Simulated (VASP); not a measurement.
A run of VASP 6.6.1:

File INCAR:

```
PREC = Accurate
ENCUT = 520
EDIFF = 1E-7
ISMEAR = 0
SIGMA = 0.05
LREAL = False
LASPH = True
NELM = 80
ALGO = Normal
ISIF = 2
LWAVE = False
LCHARG = True
GGA = PE
LELF = True
LVHAR = True
NBANDS = 28
```

The input KPOINTS:

```
regular mesh
0
Gamma
  10 10 8
```

The input POSCAR:

```
SnO
1.0
    3.7640209778      0.0000000000      0.0000000000
    0.0000000000      3.7640209778      0.0000000000
    0.0000000000      0.0000000000      5.0679375214
Sn O
2 2
Direct
   -0.0646449638      0.5000000000      0.2286909982
    0.5646449638      0.0000000000      0.7713090018
    0.0068811044      0.0000000000      0.0000000000
    0.4931188956      0.5000000000      0.0000000000
```

Potentials or basis: VASP PAW PBE potentials, release 64 (Sn_d, O).

Run with:

```console
$ cat potpaw_PBE.64/Sn_d/POTCAR potpaw_PBE.64/O/POTCAR > POTCAR
$ mpirun -np 1 vasp_std > vasp.out
```

Hardware: 1 thread of Oxide Virtual Turin-like Processor (shared host).

**Question.** How long does it take, and how much memory?

**Answer.** It took 12 min on 1 thread of Oxide Virtual Turin-like Processor (shared host), peak memory 0.44 GiB. Counts: scf iterations 17, k points 252.
